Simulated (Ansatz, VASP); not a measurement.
Two plane-wave programs on PbO

INCAR

```
SYSTEM = PbO
ALGO = Normal
EDIFF = 1E-7
ENCUT = 520
GGA = PS
ISIF = 2
ISMEAR = 0
LASPH = .TRUE.
LCHARG = .TRUE.
LELF = .TRUE.
LREAL = .FALSE.
LVHAR = .TRUE.
LWAVE = .FALSE.
NBANDS = 17
NELM = 80
PREC = Accurate
SIGMA = 0.02
```

The input KPOINTS:

```
k-points
0
G
  12 12 12
  0 0 0
```

File POSCAR:

```
PbO
1.0
    3.2618256124      0.0000000000      0.0000000000
    0.0000000000      3.2618256124      0.0000000000
    0.0000000000      0.0000000000      3.2618256124
Pb O
1 1
Direct
    0.0000000000      0.0000000000      0.0000000000
    0.5000000000      0.5000000000      0.5000000000
```

Input for Ansatz:

```yaml
crystal:
  lattice:
    - [3.2618256124, 0.0, 0.0]
    - [0.0, 3.2618256124, 0.0]
    - [0.0, 0.0, 3.2618256124]
  atoms:
    - { symbol: Pb, position: [0.0, 0.0, 0.0] }
    - { symbol: O, position: [0.5, 0.5, 0.5] }
basis:
  ecutwfc: 420
kpoints:
  mp_grid: { grid: [12, 12, 12] }
hamiltonian:
  xc: pbesol
scf:
  occupations: { method: gaussian, width: 0.02 }
output:
  forces: true
  stress: true
  eigenvalues: true
```

Alike in both runs: task single point; functional PBEsol; k mesh 12 × 12 × 12; occupations gaussian, width 0.02 eV; no spin polarisation.

|  | VASP | Ansatz |
| --- | --- | --- |
| version | VASP 6.6.1 | Ansatz 0.2.0 |
| potentials or method | VASP PAW PBE potentials, release 64 (Pb_d, O), cutoff 520 eV | scalar-relativistic, plane waves, PAW |
| valence electrons in the cell | 20 | 20 |

```csv
,VASP,Ansatz,Ansatz less VASP
gap on the k mesh at the Fermi level (eV),0.16,0.16,0.000
least direct gap on the mesh (eV),0.21,0.21,-0.002
pressure (GPa),-8.3,-8.3,+0.07
```

VASP's potentials were made for PBE, not for PBEsol.

Spin-orbit coupling is off throughout.
